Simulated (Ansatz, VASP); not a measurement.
## TiH5: VASP beside Ansatz

```
CELL_PARAMETERS angstrom
3.05754 0.00000 0.00000
-1.52877 2.64790 0.00000
0.00000 0.00000 30.88676
ATOMIC_POSITIONS crystal
Ti 0.66667 0.33333 0.27520
H 0.33333 0.66667 0.31005
H 0.33333 0.66667 0.24035
H 0.66667 0.33333 0.21780
H 0.66667 0.33333 0.33260
H 0.00000 0.00000 0.27520
```

Alike in both runs: task single point; functional PBEsol; k mesh 10 × 10 × 1; occupations fermi-dirac, width 0.05 eV; no spin polarisation.

|  | VASP | Ansatz |
| --- | --- | --- |
| version | VASP 6.6.1 | Ansatz 0.2.0 |
| potentials or method | VASP PAW PBE potentials, release 64 (Ti_sv, H), cutoff 520 eV | all-electron LAPW, scalar-relativistic |

```csv
,VASP,Ansatz,Ansatz less VASP
gap on the k mesh at the Fermi level (eV),none,none,-
rms of the force components (eV/Å),0.019,0.019,+0.0003
```

VASP's potentials were made for PBE, not for PBEsol. Atom by atom the forces differ by 0.001 eV/Å (rms over components). A gap of «none» marks a metal or a gap that the smearing closes. Ansatz ran all-electron here, and VASP with PAW potentials.
